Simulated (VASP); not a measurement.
# SnB26As27 (a cell with a defect) in VASP: single point with PBE

Aim: the single point of SnB26As27 (a cell with a defect) with PBE.

All numbers are computed with VASP 6.6.1; they aren't measurements. Logs are shortened: lines on timing, memory, paths and dates and some standing lists are left out, and cuts for length are marked.

### Step 1. The cell of the first run

The cell holds a defect, 54 atoms: a = 10.134 Å, b = 10.134 Å, c = 10.134 Å, α = 60.00°, β = 60.00°, γ = 60.00°.

### Step 2. Single point, PBE

Contents of INCAR:

```
SYSTEM = SnB26As27
  PREC = Accurate
  ENCUT = 520
  EDIFF = 1E-6
  ISMEAR = -1
  SIGMA = 0.01
  LREAL = Auto
  LASPH = .TRUE.
  NELM = 60
  ALGO = Normal
  ISIF = 2
  LWAVE = .FALSE.
  LCHARG = .TRUE.
  GGA = PE
  LELF = .TRUE.
  LVHAR = .TRUE.
  NELECT = 226.0
  NBANDS = 146
```

Contents of KPOINTS:

```
regular mesh
0
G
  2 2 2
  0 0 0
```

Contents of POSCAR:

```
SnB26As27
1.0
    0.0000000000      7.1655000000      7.1655000000
    7.1655000000      0.0000000000      7.1655000000
    7.1655000000      7.1655000000      0.0000000000
Sn B As
1 26 27
Direct
    0.0000000000      0.0000000000      0.0000000000
   -0.0007723420     -0.0007723420      0.3394900836
   -0.0007723420     -0.0007723420      0.6620546005
   -0.0007723420      0.3394900836     -0.0007723420
   -0.0008036732      0.3336012244      0.3336012244
   -0.0007723420      0.3394900836      0.6620546005
   -0.0007723420      0.6620546005     -0.0007723420
   -0.0007723420      0.6620546005      0.3394900836
   -0.0002929534      0.6667643178      0.6667643178
    0.3394900836     -0.0007723420     -0.0007723420
    0.3336012244     -0.0008036732      0.3336012244
    0.3394900836     -0.0007723420      0.6620546005
    0.3336012244      0.3336012244     -0.0008036732
    0.3336012244      0.3336012244      0.3336012244
    0.3336918025      0.3336918025      0.6663081975
    0.3394900836      0.6620546005     -0.0007723420
    0.3336918025      0.6663081975      0.3336918025
    0.3336918025      0.6663081975      0.6663081975
    0.6620546005     -0.0007723420     -0.0007723420
    0.6620546005     -0.0007723420      0.3394900836
    0.6667643178     -0.0002929534      0.6667643178
    0.6620546005      0.3394900836     -0.0007723420
    0.6663081975      0.3336918025      0.3336918025
    0.6663081975      0.3336918025      0.6663081975
    0.6667643178      0.6667643178     -0.0002929534
    0.6663081975      0.6663081975      0.3336918025
    0.6667643178      0.6667643178      0.6667643178
    0.0969399143      0.0969399143      0.0969399143
    0.0827380582      0.0827380582      0.4172619418
    0.0969399143      0.0969399143      0.7091802572
    0.0827380582      0.4172619418      0.0827380582
    0.0827380582      0.4172619418      0.4172619418
    0.0842880984      0.4167426358      0.7494846329
    0.0969399143      0.7091802572      0.0969399143
    0.0842880984      0.7494846329      0.4167426358
    0.0842880984      0.7494846329      0.7494846329
    0.4172619418      0.0827380582      0.0827380582
    0.4172619418      0.0827380582      0.4172619418
    0.4167426358      0.0842880984      0.7494846329
    0.4172619418      0.4172619418      0.0827380582
    0.4167681325      0.4167681325      0.4167681325
    0.4167681325      0.4167681325      0.7496956025
    0.4167426358      0.7494846329      0.0842880984
    0.4167681325      0.7496956025      0.4167681325
    0.4167426358      0.7494846329      0.7494846329
    0.7091802572      0.0969399143      0.0969399143
    0.7494846329      0.0842880984      0.4167426358
    0.7494846329      0.0842880984      0.7494846329
    0.7494846329      0.4167426358      0.0842880984
    0.7496956025      0.4167681325      0.4167681325
    0.7494846329      0.4167426358      0.7494846329
    0.7494846329      0.7494846329      0.0842880984
    0.7494846329      0.7494846329      0.4167426358
    0.7500000000      0.7500000000      0.7500000000
```

Potentials or basis: VASP PAW PBE potentials, release 64 (Sn_d, B, As).

Run with:

```sh
> cat potpaw_PBE.64/Sn_d/POTCAR potpaw_PBE.64/B/POTCAR potpaw_PBE.64/As/POTCAR > POTCAR
> mpirun -np 1 vasp_std > vasp.out
```

OUTCAR:

```text
SYSTEM = SnB26As27
   PREC = Accurate
   ENCUT = 520
   EDIFF = 1E-6
   ISMEAR = -1
   LREAL = Auto
   LASPH = .TRUE.
   NELM = 60
   ISIF = 2
   GGA = PE
   NELECT = 226.0

 ion  position               nearest neighbor table
   1  0.000  0.000  0.000-  30 2.41  34 2.41  46 2.41  28 2.41
   2  0.999  0.999  0.339-  29 2.03  28 2.03  35 2.07  47 2.07
   3  0.999  0.999  0.662-  29 2.03  30 2.03  36 2.07  48 2.07
   4  0.999  0.339  0.999-  31 2.03  28 2.03  33 2.07  49 2.07
   5  0.999  0.334  0.334-  50 2.06  31 2.08  32 2.08  29 2.08
   6  0.999  0.339  0.662-  32 2.03  30 2.03  33 2.07  51 2.07
[... 46 lines left out ...]
  53  0.749  0.749  0.417-  26 2.06  20 2.07   8 2.07  27 2.07
  54  0.750  0.750  0.750-  27 2.07  21 2.07  25 2.07   9 2.07

  LATTYP: Found a face centered cubic cell.
 ALAT       =    14.3310000000

  Lattice vectors:

 A1 = (   0.0000000000,   7.1655000000,   7.1655000000)
 A2 = (   7.1655000000,   0.0000000000,   7.1655000000)
 A3 = (   7.1655000000,   7.1655000000,   0.0000000000)

Analysis of symmetry for initial positions (statically):
=====================================================================
 Subroutine PRICEL returns:
 Original cell was already a primitive cell.

 Routine SETGRP: Setting up the symmetry group for a
 face centered cubic supercell.

 Subroutine GETGRP returns: Found 24 space group operations
 (whereof 24 operations were pure point group operations)
 out of a pool of 48 trial point group operations.

The static configuration has the point symmetry T_d .

Analysis of symmetry for dynamics (positions and initial velocities):
=====================================================================
 Subroutine PRICEL returns:
 Original cell was already a primitive cell.

 Routine SETGRP: Setting up the symmetry group for a
 face centered cubic supercell.

 Subroutine GETGRP returns: Found 24 space group operations
 (whereof 24 operations were pure point group operations)
 out of a pool of 48 trial point group operations.

The dynamic configuration has the point symmetry T_d .

 Subroutine INISYM returns: Found 24 space group operations
 (whereof 24 operations are pure point group operations),
 and found     1 'primitive' translations

----------------------------------------------------------------------------------------

                                     Primitive cell

  volume of cell :     735.8165

  direct lattice vectors                    reciprocal lattice vectors
     0.000000000  7.165500000  7.165500000    -0.069778801  0.069778801  0.069778801
     7.165500000  0.000000000  7.165500000     0.069778801 -0.069778801  0.069778801
     7.165500000  7.165500000  0.000000000     0.069778801  0.069778801 -0.069778801

  length of vectors
    10.133547281 10.133547281 10.133547281     0.120860429  0.120860429  0.120860429

  position of ions in fractional coordinates (direct lattice)
     0.000000000  0.000000000  0.000000000
     0.999227658  0.999227658  0.339490084
     0.999227658  0.999227658  0.662054600
     0.999227658  0.339490084  0.999227658
     0.999196327  0.333601224  0.333601224
     0.999227658  0.339490084  0.662054600
[... 46 lines left out ...]
     0.749484633  0.749484633  0.416742636
     0.750000000  0.750000000  0.750000000

  ion indices of the primitive-cell ions
   primitive index   ion index
                 1           1
                 2           2
                 3           3
                 4           4
                 5           5
                 6           6
[... 46 lines left out ...]
                53          53
                54          54

----------------------------------------------------------------------------------------

 KPOINTS: regular mesh

Automatic generation of k-mesh.
 Grid dimensions read from file:
 generate k-points for:    2    2    2

 Generating k-lattice:

  Cartesian coordinates                     Fractional coordinates (reciprocal lattice)
    -0.034889401  0.034889401  0.034889401     0.500000000  0.000000000  0.000000000
     0.034889401 -0.034889401  0.034889401     0.000000000  0.500000000  0.000000000
     0.034889401  0.034889401 -0.034889401     0.000000000  0.000000000  0.500000000

  Length of vectors
     0.060430214  0.060430214  0.060430214

  Shift w.r.t. Gamma in fractional coordinates (k-lattice)
     0.000000000  0.000000000  0.000000000

 Subroutine IBZKPT returns following result:
 ===========================================

 Found      3 irreducible k-points:

 Following reciprocal coordinates:
            Coordinates               Weight
  0.000000  0.000000  0.000000      1.000000
  0.500000  0.000000  0.000000      4.000000
  0.500000  0.500000  0.000000      3.000000
   k-points           NKPTS =      3   k-points in BZ     NKDIM =      3   number of bands    NBANDS=    146
   number of dos      NEDOS =    301   number of ions     NIONS =     54
   total plane-waves  NPLWV = 512000
   dimension x,y,z NGX =    80 NGY =   80 NGZ =   80
   dimension x,y,z NGXF=   160 NGYF=  160 NGZF=  160
   ions per type =               1  26  27
   NGX,Y,Z   is equivalent  to a cutoff of  13.12, 13.12, 13.12 a.u.
   NGXF,Y,Z  is equivalent  to a cutoff of  26.25, 26.25, 26.25 a.u.
 SYSTEM =  SnB26As27
   PREC   = accura    normal or accurate (medium, high low for compatibility)
   ISTART =      0    job   : 0-new  1-cont  2-samecut
   ICHARG =      2    charge: 1-file 2-atom 10-const
   ISPIN  =      1    spin polarized calculation?
   LNONCOLLINEAR =      F non collinear calculations
   LSORBIT =      F    spin-orbit coupling
   LASPH  =      T    aspherical Exc in radial PAW
   ENCUT  =  520.0 eV  38.22 Ry    6.18 a.u.  18.84 18.84 18.84*2*pi/ulx,y,z
   NELM   =     60;   NELMIN=  2; NELMDL= -5     # of ELM steps
   EDIFF  = 0.1E-05   stopping-criterion for ELM
   LREAL  =      T    real-space projection
   EDIFFG = 0.1E-04   stopping-criterion for IOM
   NSW    =      0    number of steps for IOM
   IBRION =     -1    ionic relax: 0-MD 1-quasi-New 2-CG
   NFREE  =      0    steps in history (QN), initial steepest desc. (CG)
   ISIF   =      2    stress and relaxation
   ISYM   =      2    0-nonsym 1-usesym 2-fastsym
   POTIM  = 0.5000    time-step for ionic-motion
   TEBEG  =    0.0;   TEEND  =   0.0 temperature during run
   PSTRESS=    0.0 pullay stress
   NELECT =     226.0000    total number of electrons
   NUPDOWN=      -1.0000    fix difference up-down
   EMIN   =  10.00;   EMAX   =-10.00  energy-range for DOS
   EFERMI =   0.00;   METHOD = LEGACY
   ISMEAR =    -1;   SIGMA  =   0.01  broadening in eV -4-tet -1-fermi 0-gaus
   EFERMI_NEDOS =   21; number of points for ismear=-14 and -15
   IALGO  =     38    algorithm
   IMIX   =      4    mixing-type and parameters
     AMIX     =   0.40;   BMIX     =  1.00
     AMIX_MAG =   1.60;   BMIX_MAG =  1.00
  volume/ion in A,a.u.               =      13.63        91.95
  Fermi-wavevector in a.u.,A,eV,Ry     =   1.104556  2.087309 16.599711  1.220044
  Thomas-Fermi vector in A             =   2.241031
   LORBIT       =      0    0 simple, 1 ext, 2 COOP (PROOUT), +10 PAW based schemes
   GGA     = PE    functional components
   LHFCALC =     F    Hartree Fock is set to
   AEXX    =    0.0000 exact exchange contribution
   IVDW    =     0    specifies the selected vdW correction
   LEPSILON=     F    determine dielectric tensor
   LRPA    =     F    only Hartree local field effects (RPA)
 non-spin polarized calculation
  energy-cutoff  :      520.00
  volume of cell :      735.82
 maximum number of plane-waves:     19902
 NGX is ok and might be reduce to    80
   NGX = 37   NGY = 37   NGZ = 37

 number of electron     226.0000002 magnetization

 Free energy of the ion-electron system (eV)
  ---------------------------------------------------
  ext. energy  EPLUGINS =         0.00000000
  ---------------------------------------------------
  free energy    TOTEN  =      -307.36282711 eV

  energy without entropy =     -307.36282711  energy(sigma->0) =     -307.36282711

 E-fermi :   6.7661     XC(G=0): -10.6529

 val. band max:        6.5183318440   @ k =   0.0000   0.0000   0.0000
 cond. band min:       7.5977042311   @ k =   0.0000   0.0000   0.0000
 fundamental gap:      1.0793723871
 Fermi energy:         6.7661388132

 k-point     1 :       0.0000    0.0000    0.0000
  band No.  band energies     occupation
      1     -15.3548      2.00000
      2     -15.3548      2.00000
      3     -15.3548      2.00000
      4     -15.2439      2.00000
      5     -15.2439      2.00000
      6      -9.0813      2.00000
[... 117 lines left out ...]
    124       8.8188      0.00000
    125       8.8188      0.00000

 k-point     2 :       0.5000    0.0000    0.0000
  band No.  band energies     occupation
      1     -15.3548      2.00000
      2     -15.3548      2.00000
      3     -15.3548      2.00000
      4     -15.2439      2.00000
      5     -15.2439      2.00000
      6      -8.6793      2.00000
[... 117 lines left out ...]
    124       9.1713      0.00000
    125       9.1713      0.00000

 k-point     3 :       0.5000    0.5000    0.0000
  band No.  band energies     occupation
      1     -15.3548      2.00000
      2     -15.3548      2.00000
      3     -15.3548      2.00000
      4     -15.2440      2.00000
      5     -15.2439      2.00000
      6      -8.5063      2.00000
[... 117 lines left out ...]
    124       9.5202      0.00000
    125       9.5747      0.00000
 [bands above 125 left out]

------------------------ aborting loop because EDIFF is reached ----------------------------------------

  FORCE on cell =-STRESS in cart. coord.  units (eV):
  Direction    XX          YY          ZZ          XY          YZ          ZX
  --------------------------------------------------------------------------------------
  -------------------------------------------------------------------------------------
  Total       27.7645622     27.7645622     27.7645622     -0.0000000      0.0000000      0.0000000
  in kB       60.4549569     60.4549569     60.4549569     -0.0000000      0.0000000      0.0000000
  external PRESSURE =      60.4549569 kB  Pullay stress =       0.0000000 kB

 VOLUME and BASIS-vectors are now :
 -----------------------------------------------------------------------------
  energy-cutoff  :      520.00
  volume of cell :      735.82
      direct lattice vectors                 reciprocal lattice vectors
     0.000000000  7.165500000  7.165500000    -0.069778801  0.069778801  0.069778801
     7.165500000  0.000000000  7.165500000     0.069778801 -0.069778801  0.069778801
     7.165500000  7.165500000  0.000000000     0.069778801  0.069778801 -0.069778801

 POSITION                                       TOTAL-FORCE (eV/Angst)
 -----------------------------------------------------------------------------------
      0.00000      0.00000      0.00000        -0.000000     -0.000000     -0.000000
      9.59258      9.59258     14.31993        -0.001211     -0.001211     -0.017871
     11.90392     11.90392     14.31993         0.001211      0.001211     -0.017871
      9.59258     14.31993      9.59258        -0.001211     -0.017871     -0.001211
      4.78084      9.55016      9.55016        -0.002432      0.002432      0.002432
      7.17657     11.90392      9.59258         0.017871      0.001211     -0.001211
[... 46 lines left out ...]
      8.35660      8.35660     10.74086        -0.000621     -0.000621     -0.001832
     10.74825     10.74825     10.74825        -0.000000     -0.000000     -0.000000
 -----------------------------------------------------------------------------------
    total drift:                                0.000000      0.000000     -0.000000

  FREE ENERGIE OF THE ION-ELECTRON SYSTEM (eV)
  ---------------------------------------------------
  free  energy   TOTEN  =      -307.3628271069 eV

  energy  without entropy=     -307.3628271069  energy(sigma->0) =     -307.36282711
```

Wall time 19 min (1 thread of Oxide Virtual Turin-like, shared host); peak memory 1 GiB.

Results:

```yaml
Free_energy: -307.3628 eV
Largest_force: 0.025 eV/Å
```

Forces in eV/Å, atoms in the order of the input:
```
Sn   0.000  0.000  0.000
B   -0.001 -0.001 -0.018
B    0.001  0.001 -0.018
B   -0.001 -0.018 -0.001
B   -0.002  0.002  0.002
B    0.018  0.001 -0.001
B    0.001 -0.018  0.001
B    0.018 -0.001  0.001
B    0.000  0.000  0.000
B   -0.018 -0.001 -0.001
B    0.002 -0.002  0.002
B    0.001  0.018 -0.001
B    0.002  0.002 -0.002
B   -0.002 -0.002 -0.002
B    0.000  0.000 -0.001
B    0.001 -0.001  0.018
B    0.000 -0.001  0.000
B    0.001  0.000  0.000
B   -0.018  0.001  0.001
B   -0.001  0.018  0.001
B    0.000  0.000  0.000
B   -0.001  0.001  0.018
B   -0.001  0.000  0.000
B    0.000  0.001  0.000
B    0.000  0.000  0.000
B    0.000  0.000  0.001
B    0.000  0.000  0.000
As  -0.014 -0.014 -0.014
As   0.000  0.000  0.004
As   0.014  0.014 -0.014
As   0.000  0.004  0.000
As  -0.004  0.000  0.000
As  -0.001  0.001  0.002
As   0.014 -0.014  0.014
As  -0.001  0.002  0.001
As  -0.002  0.001  0.001
As   0.004  0.000  0.000
As   0.000 -0.004  0.000
As   0.001 -0.001  0.002
As   0.000  0.000 -0.004
As   0.002  0.002  0.002
As  -0.002 -0.002  0.002
As   0.001  0.002 -0.001
As  -0.002  0.002 -0.002
As  -0.002 -0.001 -0.001
As  -0.014  0.014  0.014
As   0.002 -0.001  0.001
As   0.001 -0.002  0.001
As   0.002  0.001 -0.001
As   0.002 -0.002 -0.002
As  -0.001 -0.002 -0.001
As   0.001  0.001 -0.002
As  -0.001 -0.001 -0.002
As   0.000  0.000  0.000
```

Caveat: the cell carries a net charge on a neutralising background, which shifts energy and pressure; the cell is charged against a uniform background, so pressure and absolute levels hang on convention; spin-orbit coupling is left out, which moves the levels of the heavy elements.
